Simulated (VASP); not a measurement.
# SnSe (Fm-3m) in VASP: notebook, part 2 of 2

VASP 6.6.1.

### 4 Relaxation of cell and atoms, PBE, target pressure 5 GPa, at which the enthalpy is minimised

This run uses another cell than the first one, of 25.46 Å³/atom.

File INCAR:

```
PREC = Accurate
ENCUT = 600
EDIFF = 1E-7
ISMEAR = 0
SIGMA = 0.02
LREAL = False
LASPH = True
NELM = 100
ALGO = Normal
ISIF = 3
LWAVE = False
LCHARG = False
GGA = PE
IBRION = 2
NSW = 70
EDIFFG = -0.008
PSTRESS = 50.0
```

File KPOINTS:

```
regular mesh
0
Gamma
  10 10 10
```

File POSCAR:

```
SnSe
1.0
    0.0000000000      2.9418755565      2.9418755565
    2.9418755565      0.0000000000      2.9418755565
    2.9418755565      2.9418755565      0.0000000000
Sn Se
1 1
Direct
    0.0000000000      0.0000000000      0.0000000000
    0.5000000000      0.5000000000      0.5000000000
```

Potentials or basis: VASP PAW PBE potentials, release 64 (Sn_d, Se).

Launch:

```console
> cat potpaw_PBE.64/Sn_d/POTCAR potpaw_PBE.64/Se/POTCAR > POTCAR
> mpirun -np 1 vasp_std > vasp.out
```

OUTCAR:

```text
PREC = Accurate
   ENCUT = 600
   EDIFF = 1E-7
   ISMEAR = 0
   LREAL = False
   LASPH = True
   NELM = 100
   ISIF = 3
   GGA = PE
   IBRION = 2
   NSW = 70
   EDIFFG = -0.008
   PSTRESS = 50.0

 ion  position               nearest neighbor table
   1  0.000  0.000  0.000-   2 2.94   2 2.94   2 2.94   2 2.94   2 2.94   2 2.94
   2  0.500  0.500  0.500-   1 2.94   1 2.94   1 2.94   1 2.94   1 2.94   1 2.94

  LATTYP: Found a face centered cubic cell.
 ALAT       =     5.8837511130

  Lattice vectors:

 A1 = (   0.0000000000,   2.9418755565,   2.9418755565)
 A2 = (   2.9418755565,   0.0000000000,   2.9418755565)
 A3 = (   2.9418755565,   2.9418755565,   0.0000000000)

Analysis of symmetry for initial positions (statically):
=====================================================================
 Subroutine PRICEL returns:
 Original cell was already a primitive cell.

 Routine SETGRP: Setting up the symmetry group for a
 face centered cubic supercell.

 Subroutine GETGRP returns: Found 48 space group operations
 (whereof 48 operations were pure point group operations)
 out of a pool of 48 trial point group operations.

The static configuration has the point symmetry O_h .

Analysis of symmetry for dynamics (positions and initial velocities):
=====================================================================
 Subroutine PRICEL returns:
 Original cell was already a primitive cell.

 Routine SETGRP: Setting up the symmetry group for a
 face centered cubic supercell.

 Subroutine GETGRP returns: Found 48 space group operations
 (whereof 48 operations were pure point group operations)
 out of a pool of 48 trial point group operations.

The dynamic configuration has the point symmetry O_h .

 Subroutine INISYM returns: Found 48 space group operations
 (whereof 48 operations are pure point group operations),
 and found     1 'primitive' translations

----------------------------------------------------------------------------------------

                                     Primitive cell

  volume of cell :      50.9217

  direct lattice vectors                    reciprocal lattice vectors
     0.000000000  2.941875556  2.941875556    -0.169959602  0.169959602  0.169959602
     2.941875556  0.000000000  2.941875556     0.169959602 -0.169959602  0.169959602
     2.941875556  2.941875556  0.000000000     0.169959602  0.169959602 -0.169959602

  length of vectors
     4.160440311  4.160440311  4.160440311     0.294378667  0.294378667  0.294378667

  position of ions in fractional coordinates (direct lattice)
     0.000000000  0.000000000  0.000000000
     0.500000000  0.500000000  0.500000000

  ion indices of the primitive-cell ions
   primitive index   ion index
                 1           1
                 2           2

----------------------------------------------------------------------------------------

 KPOINTS: regular mesh

Automatic generation of k-mesh.
 Grid dimensions read from file:
 generate k-points for:   10   10   10

 Generating k-lattice:

  Cartesian coordinates                     Fractional coordinates (reciprocal lattice)
    -0.016995960  0.016995960  0.016995960     0.100000000  0.000000000  0.000000000
     0.016995960 -0.016995960  0.016995960     0.000000000  0.100000000  0.000000000
[... 45 lines left out ...]
   ions per type =               1   1
   NGX,Y,Z   is equivalent  to a cutoff of  14.39, 14.39, 14.39 a.u.
   NGXF,Y,Z  is equivalent  to a cutoff of  28.77, 28.77, 28.77 a.u.
 SYSTEM =  unknown system
   PREC   = accura    normal or accurate (medium, high low for compatibility)
   ISTART =      0    job   : 0-new  1-cont  2-samecut
   ICHARG =      2    charge: 1-file 2-atom 10-const
   ISPIN  =      1    spin polarized calculation?
   LNONCOLLINEAR =      F non collinear calculations
   LSORBIT =      F    spin-orbit coupling
   LASPH  =      T    aspherical Exc in radial PAW
   ENCUT  =  600.0 eV  44.10 Ry    6.64 a.u.   8.31  8.31  8.31*2*pi/ulx,y,z
   NELM   =    100;   NELMIN=  2; NELMDL= -5     # of ELM steps
   EDIFF  = 0.1E-06   stopping-criterion for ELM
   LREAL  =      F    real-space projection
   EDIFFG = -.8E-02   stopping-criterion for IOM
   NSW    =     70    number of steps for IOM
   IBRION =      2    ionic relax: 0-MD 1-quasi-New 2-CG
   NFREE  =      1    steps in history (QN), initial steepest desc. (CG)
   ISIF   =      3    stress and relaxation
   ISYM   =      2    0-nonsym 1-usesym 2-fastsym
   POTIM  = 0.5000    time-step for ionic-motion
   TEBEG  =    0.0;   TEEND  =   0.0 temperature during run
   PSTRESS=   50.0 pullay stress
   NELECT =      20.0000    total number of electrons
   NUPDOWN=      -1.0000    fix difference up-down
   EMIN   =  10.00;   EMAX   =-10.00  energy-range for DOS
   EFERMI =   0.00;   METHOD = LEGACY
   ISMEAR =     0;   SIGMA  =   0.02  broadening in eV -4-tet -1-fermi 0-gaus
   EFERMI_NEDOS =   21; number of points for ismear=-14 and -15
   IALGO  =     38    algorithm
   IMIX   =      4    mixing-type and parameters
     AMIX     =   0.40;   BMIX     =  1.00
     AMIX_MAG =   1.60;   BMIX_MAG =  1.00
  volume/ion in A,a.u.               =      25.46       171.82
  Fermi-wavevector in a.u.,A,eV,Ry     =   1.198903  2.265597 19.556568  1.437367
  Thomas-Fermi vector in A             =   2.334779
   LORBIT       =      0    0 simple, 1 ext, 2 COOP (PROOUT), +10 PAW based schemes
   GGA     = PE    functional components
   LHFCALC =     F    Hartree Fock is set to
   AEXX    =    0.0000 exact exchange contribution
   IVDW    =     0    specifies the selected vdW correction
   LEPSILON=     F    determine dielectric tensor
   LRPA    =     F    only Hartree local field effects (RPA)
 conjugate gradient relaxation of ions
 non-spin polarized calculation
 Gauss-broadening in eV      SIGMA  =   0.02
  energy-cutoff  :      600.00
  volume of cell :       50.92
 maximum number of plane-waves:      1724
 NGX is ok and might be reduce to    36
   NGX = 17   NGY = 17   NGZ = 17

--------------------------------------- Ionic step        1  -------------------------------------------

 number of electron      20.0000002 magnetization

 Free energy of the ion-electron system (eV)
  ---------------------------------------------------
  ext. energy  EPLUGINS =         0.00000000
  ---------------------------------------------------
  free energy    TOTEN  =        -8.14424530 eV

  energy without entropy =       -8.14424530  energy(sigma->0) =       -8.14424530

------------------------ aborting loop because EDIFF is reached ----------------------------------------

  FORCE on cell =-STRESS in cart. coord.  units (eV):
  Direction    XX          YY          ZZ          XY          YZ          ZX
  --------------------------------------------------------------------------------------
  -------------------------------------------------------------------------------------
  Total        1.6769133      1.6769133      1.6769133      0.0000000     -0.0000000      0.0000000
  in kB       52.7616411     52.7616411     52.7616411      0.0000000     -0.0000000      0.0000000
  external PRESSURE =       2.7616411 kB  Pullay stress =      50.0000000 kB
[... 63 lines left out ...]
--------------------------------------- Ionic step        3  -------------------------------------------

 number of electron      20.0000001 magnetization

 Free energy of the ion-electron system (eV)
  ---------------------------------------------------
  ext. energy  EPLUGINS =         0.00000000
  ---------------------------------------------------
  free energy    TOTEN  =        -8.15050914 eV

  energy without entropy =       -8.15050914  energy(sigma->0) =       -8.15050914

 E-fermi :   6.4795     XC(G=0):  -9.8961

 val. band max:        6.3740460097   @ k =  -0.2000   0.2000   0.0000
 cond. band min:       6.8410273882   @ k =  -0.4000   0.1000   0.0000
 fundamental gap:      0.4669813786
 Fermi energy:         6.4795217543

 k-point     1 :       0.0000    0.0000    0.0000
  band No.  band energies     occupation
      1     -15.2658      2.00000
      2     -15.2658      2.00000
      3     -15.2652      2.00000
      4     -15.2652      2.00000
      5     -15.2652      2.00000
      6      -7.9928      2.00000
      7       1.4884      2.00000
      8       3.9526      2.00000
      9       3.9526      2.00000
     10       3.9526      2.00000
     11      10.8967      0.00000
     12      10.8967      0.00000
     13      10.8967      0.00000
     14      12.1145      0.00000
[... 377 lines left out ...]
      1     -15.2940      2.00000
      2     -15.2708      2.00000
      3     -15.2597      2.00000
      4     -15.2477      2.00000
      5     -15.2467      2.00000
      6      -6.9109      2.00000
      7      -0.6072      2.00000
      8       2.2807      2.00000
      9       2.7365      2.00000
     10       3.2034      2.00000
     11       9.6394      0.00000
     12      10.4265      0.00000
     13      11.0894      0.00000
     14      11.5277      0.00000

 [... further k-points ...]
[... 5 lines left out ...]
  --------------------------------------------------------------------------------------
  -------------------------------------------------------------------------------------
  Total        1.5966717      1.5966717      1.5966717      0.0000000      0.0000000     -0.0000000
  in kB       50.0449330     50.0449330     50.0449330      0.0000000      0.0000000     -0.0000000
  external PRESSURE =       0.0449330 kB  Pullay stress =      50.0000000 kB
[... 21 lines left out ...]
  energy  without entropy=       -8.1505091383  energy(sigma->0) =       -8.15050914

  enthalpy is  TOTEN    =        -6.5552710183 eV   P V=        1.5952381200

 reached required accuracy - stopping structural energy minimisation
```

OSZICAR:

```text
N       E                     dE             d eps       ncg     rms          rms(c)
DAV:   1     0.138289038967E+03    0.13829E+03   -0.10935E+04  1322   0.197E+03
[... 24 lines left out ...]
DAV:   1    -0.815156518650E+01    0.28937E-02   -0.23852E-02  1616   0.261E+00    0.183E-01
DAV:   2    -0.815070832050E+01    0.85687E-03   -0.14621E-03  1604   0.673E-01    0.789E-02
DAV:   3    -0.815051211451E+01    0.19621E-03   -0.65822E-04  1606   0.417E-01    0.137E-02
DAV:   4    -0.815050887154E+01    0.32430E-05   -0.26348E-05  1334   0.603E-02    0.454E-03
DAV:   5    -0.815050888784E+01   -0.16304E-07   -0.16275E-06  1990   0.158E-02    0.248E-03
DAV:   6    -0.815050913325E+01   -0.24541E-06   -0.19020E-07   738   0.716E-03    0.336E-04
DAV:   7    -0.815050913831E+01   -0.50618E-08   -0.50718E-08   700   0.369E-03
   3 F= -.65552710E+01 E0= -.65552710E+01  d E =-.166276E-03
```

CONTCAR:

```text
SnSe
   1.00000000000000
     0.0000000000000000    2.9456334332608023    2.9456334332608023
     2.9456334332608023   -0.0000000000000000    2.9456334332608023
     2.9456334332608023    2.9456334332608023    0.0000000000000000
  Sn              Se
     1     1
Direct
     0.0000000000000000    0.0000000000000000    0.0000000000000000
     0.5000000000000000    0.5000000000000000    0.5000000000000000

  0.00000000E+00  0.00000000E+00  0.00000000E+00
  0.00000000E+00  0.00000000E+00  0.00000000E+00
```

Run time: 2.3 min. Hardware: 1 thread of Intel Xeon 8259CL, shared host; peak memory 0.24 GiB.

Results:

```
Free energy                                                : -8.1505 eV
Relaxed volume                                             : 25.56 Å³/atom
Relaxed cell                                               : a = 4.166 Å, b = 4.166 Å, c = 4.166 Å, α = 60.00°, β = 60.00°, γ = 60.00°
Space group after relaxing (to 0.1 Å)                      : Fm-3m (No. 225)
Energy change on relaxing (the run minimises the enthalpy) : -3.1 meV/atom
Ionic steps                                                : 3
Pressure after relaxing                                    : 5.0 GPa
Band gap on the k mesh                                     : 0.47 eV (least direct gap 0.59 eV)
```

Step by step:
```
step  energy change (eV)  largest force (eV/Å)  pressure (GPa)  volume (Å³)
   1              0.0000                0.0000            5.28        50.92
   2             -0.0102                0.0000            4.84        51.25
   3             -0.0063                0.0000            5.00        51.12
```

Final structure:
```xyz
2
Lattice="0.0000 2.9456 2.9456 2.9456 0.0000 2.9456 2.9456 2.9456 0.0000" Properties=species:S:1:pos:R:3 pbc="T T T"
Sn    0.0000    0.0000    0.0000
Se    2.9456    2.9456    2.9456
```

Caveat: the cell is relaxed towards a set pressure, so the run minimises the enthalpy, not the energy; spin-orbit coupling is left out, which moves the levels of the heavy elements.

### 5 The runs side by side

| task | cell | k mesh | cutoff (eV) | gap on the mesh (eV) | pressure (GPa) |
| --- | --- | --- | --- | --- | --- |
| single point | a = 3.949 Å, angles 60.0°, 2 atoms | 12 × 12 × 12 | 520 | 0.11 | 20.0 |
| relaxation of cell and atoms | relaxed to 10 GPa from a = 4.071 Å, angles 60.0°, 2 atoms | 10 × 10 × 10 | 600 | 0.32 | 10.0 |
| relaxation of cell and atoms | relaxed to 5 GPa from a = 4.160 Å, angles 60.0°, 2 atoms | 10 × 10 × 10 | 600 | 0.47 | 5.0 |

Alike in all rows: level PBE; potentials or basis VASP PAW PBE potentials, release 64 (Sn_d, Se); no spin polarisation; smearing gaussian 0.02 eV.

Caveats: spin-orbit coupling is left out, which moves the levels of the heavy elements; the cell is relaxed towards a set pressure, so the run minimises the enthalpy, not the energy (at least some runs); the cell stands under pressure (at least some runs).

Total energies depend on the potentials used, so only differences within one code and one set of settings carry meaning.
